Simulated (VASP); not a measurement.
Crystal: CuI.

```xyz
2
Lattice="3.5555 0.0000 0.0000 0.0000 3.5555 0.0000 0.0000 0.0000 3.5555" Properties=species:S:1:pos:R:3 pbc="T T T"
Cu    0.0000    0.0000    0.0000
I     1.7778    1.7778    1.7778
```

| Property | Result |
| --- | --- |
| Program | VASP 6.6.1 |
| Task | relaxation of cell and atoms |
| Functional | r2SCAN |
| Dispersion | rVV10 |
| Potentials or basis | VASP PAW PBE potentials, release 64 (Cu, I) |
| Cutoff | 600 eV |
| k mesh | 6 × 6 × 6 |
| Occupations | fermi-dirac, width 0.03 eV |
| Spin | no spin polarisation |

At the start: pressure 2.8 GPa; volume 22.47 Å³/atom.

Q: How do energy, volume and symmetry change on relaxing?

A: Over 3 steps the energy falls by 10.5 meV/atom and the volume is 23.84 Å³/atom (+6.1 %); space group Pm-3m (No. 221, to 0.05 Å).

Step by step:
```tsv
step	energy change (eV)	largest force (eV/Å)	pressure (GPa)	volume (Å³)
1	0.0000	0.0000	2.81	44.95
2	-0.0210	0.0000	0.08	47.56
3	-0.0211	0.0000	-0.01	47.69
```

Final structure:
```cif
data_structure
_symmetry_space_group_name_H-M 'P 1'
_symmetry_Int_Tables_number 1
_cell_length_a 3.6264
_cell_length_b 3.6264
_cell_length_c 3.6264
_cell_angle_alpha 90.000
_cell_angle_beta 90.000
_cell_angle_gamma 90.000
_cell_volume 47.69
loop_
_atom_site_label
_atom_site_type_symbol
_atom_site_fract_x
_atom_site_fract_y
_atom_site_fract_z
_atom_site_occupancy
Cu1 Cu 0.00000 0.00000 0.00000 1
I1 I 0.50000 0.50000 0.50000 1
```

Caveat: the PAW data sets were made with another functional, which shifts forces and pressure a little.
